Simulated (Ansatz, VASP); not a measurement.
One calculation of SiC, two programs

File POSCAR:

```
SiC
1.0
   -0.0509911692      2.1924027524      2.1924027524
    2.1924027524     -0.0509911692      2.1924027524
    2.1924027524      2.1924027524     -0.0509911692
Si C
1 1
Direct
   -0.0008577277     -0.0008577277     -0.0008577277
    0.2508577277      0.2508577277      0.2508577277
```

The input INCAR.step1:

```
SYSTEM = SiC
ALGO = Normal ; EDIFF = 1E-4
ENCUT = 520 ; GGA = PE
ISMEAR = 0 ; LASPH = .True.
LCHARG = .False. ; LREAL = .False.
LWAVE = .True. ; NBANDS = 11
NELM = 60 ; PREC = Accurate
SIGMA = 0.01
```

The input INCAR.step2:

```
SYSTEM = SiC
ALGO = Normal ; EDIFF = 1E-6
ENCUT = 520 ; ISIF = 2
ISMEAR = 0 ; ISTART = 1
LASPH = .True. ; LCHARG = .False.
LMIXTAU = .True. ; LREAL = .False.
LWAVE = .False. ; METAGGA = R2SCAN
NBANDS = 11 ; NELM = 60
PREC = Accurate ; SIGMA = 0.01
```

KPOINTS

```
k-points
0
Gamma
  10 10 10
  0 0 0
```

Input for Ansatz:

```yaml
crystal:
  lattice:
    - [-0.0509911692, 2.1924027524, 2.1924027524]
    - [2.1924027524, -0.0509911692, 2.1924027524]
    - [2.1924027524, 2.1924027524, -0.0509911692]
  atoms:
    - { symbol: Si, position: [-0.0008577277, -0.0008577277, -0.0008577277] }
    - { symbol: C, position: [0.2508577277, 0.2508577277, 0.2508577277] }
kpoints:
  mp_grid: { grid: [10, 10, 10] }
  band_path:
    path:
      - [0.0, 0.0, 0.0]
      - [-0.5, -0.5, 0.0]
      - [-0.375, -0.375, 0.25]
      - [-0.375, 0.0, 0.375]
      - [0.0, 0.0, 0.5]
      - [-0.5, -0.25, 0.25]
      - [0.0, 0.5, 0.5]
    npoints: 1
hamiltonian:
  xc: r2scan
scf:
  occupations: { method: fixed }
  n_extra_bands: 4
output:
  forces: true
  stress: true
  eigenvalues: true
```

Change from the starting cell: epitaxial_111 strain +3.0%.

Alike in both runs: task single point; functional r2SCAN; k mesh 10 × 10 × 10; no spin polarisation.

|  | VASP | Ansatz |
| --- | --- | --- |
| version | VASP 6.6.1 | Ansatz 0.2.0 |
| potentials or method | VASP PAW PBE potentials, release 64 (Si, C) | plane waves, PAW |
| plane-wave cutoff (eV) | 520 | 500 |
| occupations | gaussian, width 0.01 eV | fixed |
| valence electrons in the cell | 8 | 8 |

Ansatz gave:

```
gap on the k mesh at the Fermi level (eV)                     : 1.54
pressure (GPa)                                                : -10.8
traceless stress, the component that is largest in VASP (GPa) : 5.41
```

**Question.** What did VASP give for the same quantities?

**Answer.** gap on the k mesh at the Fermi level (eV): 1.55; pressure (GPa): -11.0; traceless stress, the component that is largest in VASP (GPa): 5.44.

VASP's potentials were made for PBE, not for r2SCAN.
